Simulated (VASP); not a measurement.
Runs of VASP 6.6.1 on AlN. The structure is that of space group F-43m (No. 216), or close to it. The cells are those of the table. 

```csv
task,cell,k mesh,cutoff (eV),smearing,gap on the mesh (eV),pressure (GPa)
single point,"a = 3.070 Å, angles 60.0°, 2 atoms",8 × 8 × 8,520,gaussian 0.01 eV,3.23,0.6
relaxation of cell and atoms,"relaxed from a = 3.089 Å, angles 60.0°, 2 atoms",14 × 14 × 14,600,fermi-dirac 0.1 eV,3.23,0.0
single point,"a = 3.070 Å, angles 60.0°, 2 atoms",14 × 14 × 14,520,fermi-dirac 0.1 eV,3.23,0.6
single point,"a = 3.078, b = 3.078, c = 3.070 Å, angles 60.1, 60.1, 59.8°, 2 atoms",8 × 8 × 8,520,gaussian 0.01 eV,3.21,-0.4
single point,"a = 3.063, b = 3.063, c = 3.070 Å, angles 59.9, 59.9, 60.2°, 2 atoms",8 × 8 × 8,520,gaussian 0.01 eV,3.20,(c)
single point,"a = 3.086 Å, angles 60.0°, 2 atoms",8 × 8 × 8,520,gaussian 0.01 eV,3.22,(b)
single point,"a = 3.055 Å, angles 60.0°, 2 atoms",8 × 8 × 8,520,gaussian 0.01 eV,(a),3.9
```

Alike in all rows: level LDA; potentials or basis VASP PAW LDA potentials, release 64 (Al, N); no spin polarisation.

Problem. Estimate the missing entries.

Solution. (a) 3.24; (b) -2.5; (c) 1.7.

A k mesh can miss the band edges.
